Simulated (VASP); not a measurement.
Write the native input for VASP 6.6.1 that does the following.

```yaml
Task: single point
Functional: LDA
Potentials_or_basis: VASP PAW LDA potentials, release 64 (I)
Cutoff: 520 eV
k_mesh: 11 × 11 × 11
Occupations: fermi-dirac, width 0.08 eV
Spin: no spin polarisation
Dipole_correction: no
k_mesh_for_the_DOS: 17 × 17 × 17
Occupations_for_the_DOS: tetrahedron
Further_INCAR_settings: ALGO = Normal; EDIFF = 1e-06
```

Crystal: I.

```
I
1.0
     0.00000    2.78109    2.78109
     2.78109    0.00000    2.78109
     2.78109    2.78109    0.00000
I
2
Direct
  0.87500 0.87500 0.87500
  0.12500 0.12500 0.12500
```

These files were run (other wordings do the same):

POSCAR

```
I
1.0
    0.0000000000      2.7810902155      2.7810902155
    2.7810902155      0.0000000000      2.7810902155
    2.7810902155      2.7810902155      0.0000000000
I
2
Direct
   -0.1250000000     -0.1250000000     -0.1250000000
    0.1250000000      0.1250000000      0.1250000000
```

INCAR.step1

```
SYSTEM = I
  PREC = Accurate
  ENCUT = 520
  EDIFF = 1E-6
  ISMEAR = -1
  SIGMA = 0.08
  LREAL = .False.
  LASPH = .True.
  NELM = 100
  ALGO = Normal
  ISIF = 2
  LWAVE = .False.
  LCHARG = .True.
  NBANDS = 14
```

KPOINTS.step1

```
regular mesh
0
Gamma
  11 11 11
  0 0 0
```

INCAR.step2

```
SYSTEM = I
  PREC = Accurate
  ENCUT = 520
  EDIFF = 1E-6
  ISMEAR = -5
  SIGMA = 0.08
  LREAL = .False.
  LASPH = .True.
  NELM = 100
  ALGO = Normal
  ISIF = 2
  LWAVE = .False.
  LCHARG = .False.
  LORBIT = 11
  NEDOS = 2001
  ICHARG = 11
```

KPOINTS.step2

```
regular mesh
0
Gamma
  17 17 17
  0 0 0
```

Potentials or basis: VASP PAW LDA potentials, release 64 (I).

Run with:

```console
$ cat potpaw_LDA.64/I/POTCAR > POTCAR
$ cp INCAR.step1 INCAR
$ cp KPOINTS.step1 KPOINTS
$ mpirun -np 1 vasp_std > vasp.out
$ cp INCAR.step2 INCAR
$ cp KPOINTS.step2 KPOINTS
$ mpirun -np 1 vasp_std > vasp.out
```

Results of the run:

The valence electrons inside the program's atomic spheres are I 4.80.

Wall time 48 s on 1 thread of Intel(R) Xeon(R) Platinum 8124M CPU @ 3.00GHz (Skylake/Cascade Lake), on a shared host, peak memory 0.19 GiB.
